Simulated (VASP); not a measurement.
Set up this calculation in VASP 6.6.1, as the native input.

```
Task                   : single point
Functional             : LDA
Potentials or basis    : VASP PAW LDA potentials, release 64 (Ca_sv, I)
Cutoff                 : 520 eV
k mesh                 : 7 × 7 × 4
Occupations            : fermi-dirac, width 0.03 eV
Spin                   : no spin polarisation
Dipole correction      : no
Further INCAR settings : ALGO = Normal; EDIFF = 1e-06; NBANDS = 19
```

The structure of CaI2 lies in POSCAR:

```
CaI2
1.0
    3.6257686089      0.0000000000      0.0000000000
   -1.8128843045      3.1400077236      0.0000000000
    0.0000000000      0.0000000000      6.1870777552
Ca I
1 2
Direct
    0.0000000000      0.0000000000      0.0000000000
    0.3333333333      0.6666666667      0.2971520148
    0.6666666667      0.3333333333      0.7028479852
```

These files were run (other wordings do the same):

INCAR

```
ALGO     = Normal         # electronic algorithm
EDIFF    = 1E-6           # SCF threshold, eV
ENCUT    = 520            # plane-wave cutoff, eV
GGA      = CA             # functional
ISIF     = 2              # what is computed and relaxed
ISMEAR   = -1             # smearing method
LASPH    = T              # aspherical terms in the spheres
LCHARG   = T              # write CHGCAR
LELF     = T              # ELF
LREAL    = F              # projectors in reciprocal space
LVHAR    = T            
LWAVE    = F              # write WAVECAR
NBANDS   = 19             # bands
NELM     = 100            # most SCF steps
PREC     = Accurate       # precision mode
SIGMA    = 0.03           # smearing width, eV
```

KPOINTS

```
k-points
0
Gamma
  7 7 4
```

Potentials or basis: VASP PAW LDA potentials, release 64 (Ca_sv, I).

The run is started by

```console
$ cat potpaw_LDA.64/Ca_sv/POTCAR potpaw_LDA.64/I/POTCAR > POTCAR
$ mpirun -np 1 vasp_std > vasp.out
```

Results of the run:

```json
{"Pressure": "26.4 GPa", "Largest force": "0.052 eV/Å", "Band gap on the k mesh": "1.20 eV (least direct gap 2.14 eV)"}
```

Caveat: the cell stands under pressure; spin-orbit coupling is left out, which moves the levels of the heavy elements; an odd mesh through Γ misses points on the zone boundary, where band edges can lie.

Wall time 24 s on 1 thread of Intel(R) Xeon(R) Platinum 8488C (Sapphire Rapids) (shared host), peak memory 0.18 GiB.
